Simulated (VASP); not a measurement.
Set up this calculation in VASP 6.6.1, as the native input.

```
Task                   : relaxation of cell and atoms
Functional             : PBEsol
Potentials or basis    : VASP PAW PBE potentials, release 64 (Li_sv)
Cutoff                 : 600 eV
k mesh                 : 16 × 16 × 8
Occupations            : gaussian, width 0.1 eV
Spin                   : no spin polarisation
Dipole correction      : no
Further INCAR settings : ALGO = Fast; EDIFF = 1e-07; IBRION = 2; EDIFFG = -0.01; NSW = 80; ISIF = 3
```

The structure of Li lies in POSCAR:

```
Li
1.0
    1.5274755796     -2.6563441942      0.0000000000
    1.5274755796      2.6563441942      0.0000000000
    0.0000000000      0.0000000000      4.9860926803
Li
2
Direct
    0.8343901456      0.1656098544      0.7500000000
    0.1656098544      0.8343901456      0.2500000000
```

This isn't the form of Li at room conditions, which is bcc.

These files were run (other wordings do the same):

INCAR

```
SYSTEM = Li
ALGO = Fast
EDIFF = 1E-7
EDIFFG = -0.01
ENCUT = 600
GGA = PS
IBRION = 2
ISIF = 3
ISMEAR = 0
LASPH = .True.
LCHARG = .False.
LREAL = .False.
LWAVE = .False.
NELM = 100
NSW = 80
PREC = Accurate
SIGMA = 0.1
```

KPOINTS

```
k-points
0
Gamma
  16 16 8
  0 0 0
```

Potentials or basis: VASP PAW PBE potentials, release 64 (Li_sv).

The run is started by

```sh
$ cat potpaw_PBE.64/Li_sv/POTCAR > POTCAR
$ mpirun -np 1 vasp_std > vasp.out
```

Results of the run:

```yaml
Relaxed_volume: 20.02 Å³/atom
Relaxed_cell: a = 3.049 Å, b = 3.049 Å, c = 4.980 Å, α = 90.00°, β = 90.00°, γ = 120.16°
Space_group_after_relaxing_to_0.1_Å: P6_3/mmc (No. 194)
Energy_gained_by_relaxing: 0.1 meV/atom
Ionic_steps: 3
Pressure_after_relaxing: 0.0 GPa
Band_gap_on_the_k_mesh: zero (bands 3 and 4 overlap by 4.39 eV)
```

Caveat: the cutoff is under 1.25 times the usual one of these potentials, so pressure, stress and relaxed cells hold a basis-set (Pulay) error; the PAW data sets were made with another functional, which shifts forces and pressure a little.

Run time: 4.4 min on 1 thread of Oxide Virtual Turin-like Processor, on a shared host, peak memory 0.2 GiB.
